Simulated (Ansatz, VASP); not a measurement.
# Hf4Si in VASP and in Ansatz

```
CELL_PARAMETERS angstrom
-1.74320 1.74320 8.36772
1.74320 -1.74320 8.36772
1.74320 1.74320 -8.36772
ATOMIC_POSITIONS crystal
Hf 0.19158 0.19158 0.00000
Hf 0.58438 0.58438 0.00000
Hf 0.41562 0.41562 0.00000
Hf 0.80842 0.80842 0.00000
Si 0.00000 0.00000 0.00000
```

Alike in both runs: functional PBE; k mesh 7 × 7 × 7; occupations gaussian, width 0.2 eV; no spin polarisation.

Ansatz relaxed the structure, and its values are those at the end. VASP's run is a single point on that final structure, the one shown.

|  | VASP | Ansatz |
| --- | --- | --- |
| version | VASP 6.6.1 | Ansatz 0.2.0 |
| potentials or method | VASP PAW PBE potentials, release 64 (Hf_pv, Si), cutoff 520 eV | scalar-relativistic, plane waves, PAW |
| valence electrons in the cell | 44 | 108 |

Ansatz gave:

| Property | Result |
| --- | --- |
| gap on the k mesh at the Fermi level (eV) | none |
| pressure (GPa) | 0.1 |
| rms of the force components (eV/Å) | 0.004 |

**Question.** Estimate VASP's values.

**Answer.** gap on the k mesh at the Fermi level (eV): none; pressure (GPa): -0.2; rms of the force components (eV/Å): 0.007.

A gap of «none» marks a metal or a gap that the smearing closes. With one functional, cell and mesh, what is left measures potentials, basis and numerics. VASP's potentials hold 44 valence electrons a cell and Ansatz's 108, so a difference there can come from the potentials and not from the codes.

The k mesh is coarse, so the values compare programs but aren't converged. Neither program's run includes spin-orbit coupling.
